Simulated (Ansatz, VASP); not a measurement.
One calculation of YN, two programs

```xyz
2
Lattice="0.0000 2.4261 2.4648 2.4261 0.0000 2.4648 2.4261 2.4261 0.0000" Properties=species:S:1:pos:R:3 pbc="T T T"
Y     0.0000    0.0000    0.0000
N     2.4261    2.4261    2.4648
```

Change from the starting cell: strained cell.

Alike in both runs: functional PBEsol; k mesh 10 × 10 × 10; occupations gaussian, width 0.01 eV; no spin polarisation.

Ansatz relaxed the structure, and its values are those at the end. VASP's run is a single point on that final structure, the one shown.

```csv
,VASP,Ansatz
version,VASP 6.6.1,Ansatz 0.2.0
potentials or method,"VASP PAW PBE potentials, release 64 (Y_sv, N), cutoff 600 eV","scalar-relativistic, plane waves, PAW"
valence electrons in the cell,16,16
```

|  | VASP | Ansatz | Ansatz less VASP |
| --- | --- | --- | --- |
| gap on the k mesh at the Fermi level (eV) | 0.06 | 0.06 | +0.001 |
| least direct gap on the mesh (eV) | 0.44 | 0.45 | +0.002 |
| pressure (GPa) | -2.3 | -2.1 | +0.23 |

VASP's potentials were made for PBE, not for PBEsol, and Ansatz warns of the same on its side. The functional is the same, so the differences come from potentials, cutoffs and numerics. Ansatz's warnings: stress scf threshold loose.
